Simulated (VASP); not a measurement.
Set up this calculation in VASP 6.6.1, as the native input.

| Quantity | Value |
| --- | --- |
| Task | single point |
| Functional | PBEsol |
| Potentials or basis | VASP PAW PBE potentials, release 64 (Ti_sv, Co) |
| Cutoff | 520 eV |
| k mesh | 12 × 12 × 12 |
| Occupations | gaussian, width 0.15 eV |
| Spin | collinear spin, ferromagnetic start |
| Starting moments | [0.6, 1.32, 1.32, 1.32] μB |
| Fixed moment | 4.56 μB |
| Dipole correction | no |
| Further INCAR settings | ALGO = Fast; EDIFF = 1e-07; NBANDS = 32 |

The structure of TiCo3 lies in POSCAR:

```
TiCo3
1.0
    3.7360489029      0.0000000000      0.0000000000
    0.0000000000      3.7360489029      0.0000000000
    0.0000000000      0.0000000000      3.7360489029
Ti Co
1 3
Direct
    0.0000000000      0.0000000000      0.0000000000
    0.0000000000      0.5000000000      0.5000000000
    0.5000000000      0.0000000000      0.5000000000
    0.5000000000      0.5000000000      0.0000000000
```

These files were run (other wordings do the same):

INCAR

```
SYSTEM = TiCo3
ALGO = Fast
EDIFF = 1E-7
ENCUT = 520
GGA = PS
ISIF = 2
ISMEAR = 0
ISPIN = 2
LASPH = .TRUE.
LCHARG = .FALSE.
LMAXMIX = 4
LORBIT = 11
LREAL = .FALSE.
LWAVE = .FALSE.
MAGMOM = 0.6 1.32 1.32 1.32
NBANDS = 32
NELM = 150
NUPDOWN = 4.56
PREC = Accurate
SIGMA = 0.15
```

KPOINTS

```
k-points
0
G
  12 12 12
  0 0 0
```

Potentials or basis: VASP PAW PBE potentials, release 64 (Ti_sv, Co).

Launch:

```sh
$ cat potpaw_PBE.64/Ti_sv/POTCAR potpaw_PBE.64/Co/POTCAR > POTCAR
$ mpirun -np 1 vasp_std > vasp.out
```

It gave:

```
Pressure                                              : -17.2 GPa
Net moment                                            : 4.56 μB per cell
Site moments                                          : Ti -0.23; Co +1.60 μB
Valence electrons inside the program's atomic spheres : Ti 10.24; Co 8.11
```

Caveat: the cell stands under tension; the PAW data sets were made with another functional, which shifts forces and pressure a little; the total moment is fixed, so each spin has its own Fermi level and the state may be an excited one.

Run time: 3 min on 1 thread of Intel(R) Xeon(R) 6975P-C (Granite Rapids) (shared host), peak memory 0.32 GiB.
